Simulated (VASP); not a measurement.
TaO3, 4 atoms in the cell. The structure is orthorhombic, space group Amm2 (No. 38). Conventional cell: a = 3.923 Å, b = 5.548 Å, c = 5.548 Å, α = 90.00°, β = 90.00°, γ = 90.00°. Ta (site symmetry mm2) has 6 O at 1.93 to 2.00 Å within 2.6 Å. O (site symmetry m) has 2 Ta at 1.93 to 2.00 Å within 2.6 Å. Within 2.6 Å of O (site symmetry mm2) lie 2 Ta at 1.96 Å.  This cell differs from its parent crystal: atoms displaced along a vibrational mode.

```yaml
Program: VASP 6.6.1
Task: single point
Functional: PBEsol
Potentials_or_basis: VASP PAW PBE potentials, release 64 (Ta_pv, O)
Cutoff: 520 eV
k_mesh: 12 × 12 × 12
Occupations: gaussian, width 0.15 eV
Spin: collinear spin, ferromagnetic start
Starting_moments: "[0.0, 0.2, 0.2, 0.2] μB"
Dipole_correction: no
Further_INCAR_settings: ALGO = Normal; EDIFF = 1e-06; NBANDS = 26
```

Potentials or basis: VASP PAW PBE potentials, release 64 (Ta_pv, O).

Run with:

```bash
$ cat potpaw_PBE.64/Ta_pv/POTCAR potpaw_PBE.64/O/POTCAR > POTCAR
$ mpirun -np 4 vasp_std > vasp.out
```

Hardware: 4 MPI ranks on Intel(R) Xeon(R) Platinum 8375C CPU @ 2.90GHz (Ice Lake), with other jobs on the host.

Task: Estimate the wall time of this run.

Result: It took 3.8 min on 4 MPI ranks on Intel(R) Xeon(R) Platinum 8375C CPU @ 2.90GHz (Ice Lake) (shared host), peak memory 0.69 GiB a rank. Counts: scf iterations 18, k points 301.
